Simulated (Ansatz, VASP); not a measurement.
## Si2C3: VASP beside Ansatz

Contents of INCAR:

```
SYSTEM = Si2C3
PREC = Accurate ; ENCUT = 600
EDIFF = 1E-7 ; ISMEAR = 0
SIGMA = 0.1 ; LREAL = .False.
LASPH = .True. ; NELM = 80
ALGO = Normal ; ISIF = 3
LWAVE = .False. ; LCHARG = .False.
GGA = PE ; IBRION = 2
NSW = 100 ; EDIFFG = -0.01
```

KPOINTS

```
regular mesh
0
Gamma
  18 18 6
  0 0 0
```

Contents of POSCAR:

```
Si2C3
1.0
    2.7162798357      0.0000000000      0.0000000000
   -1.3581399179      2.3523673415      0.0000000000
    0.0000000000      0.0000000000      6.8698558310
Si C
2 3
Direct
    0.3333333333      0.6666666667      0.1730133023
    0.6666666667      0.3333333333      0.8269866977
    0.3333333333      0.6666666667      0.4681751643
    0.6666666667      0.3333333333      0.5318248357
    0.0000000000      0.0000000000      0.0000000000
```

Input for Ansatz:

```yaml
crystal:
  lattice:
    - [2.7162798357, 0.0, 0.0]
    - [-1.3581399179, 2.3523673415, 0.0]
    - [0.0, 0.0, 6.869855831]
  atoms:
    - { symbol: Si, position: [0.3333333333, 0.6666666667, 0.1730133023] }
    - { symbol: Si, position: [0.6666666667, 0.3333333333, 0.8269866977] }
    - { symbol: C, position: [0.3333333333, 0.6666666667, 0.4681751643] }
    - { symbol: C, position: [0.6666666667, 0.3333333333, 0.5318248357] }
    - { symbol: C, position: [0.0, 0.0, 0.0] }
basis:
  ecutwfc: 420
kpoints:
  mp_grid: { grid: [18, 18, 6] }
hamiltonian:
  xc: pbe
scf:
  occupations: { method: gaussian, width: 0.1 }
output:
  forces: true
  stress: true
  eigenvalues: true
relax:
  adjacent_minimum: "off"
  f_tol: 0.01
  max_steps: 80
  cell: { stress_tol: 0.05 }
```

Change from the starting cell: species swapped into the Mg2Sb3 type (P-3m1, No. 164).

Alike in both runs: task relaxation of cell and atoms; functional PBE; k mesh 18 × 18 × 6; occupations gaussian, width 0.1 eV; no spin polarisation.

```csv
,VASP,Ansatz
version,VASP 6.6.1,Ansatz 0.2.0
potentials or method,"VASP PAW PBE potentials, release 64 (Si, C), cutoff 600 eV","scalar-relativistic, plane waves, PAW"
valence electrons in the cell,20,20
```

VASP gave:

* gap on the k mesh at the Fermi level, each at its own relaxed structure (eV): none
* relaxed volume (Å³/atom): 8.79
* relaxed cell length with the largest relative difference (Å): 6.860

Q: What did Ansatz give for the same quantities?

A: gap on the k mesh at the Fermi level, each at its own relaxed structure (eV): none; relaxed volume (Å³/atom): 8.79; relaxed cell length with the largest relative difference (Å): 6.861.

A gap of «none» marks a metal or a gap that the smearing closes.
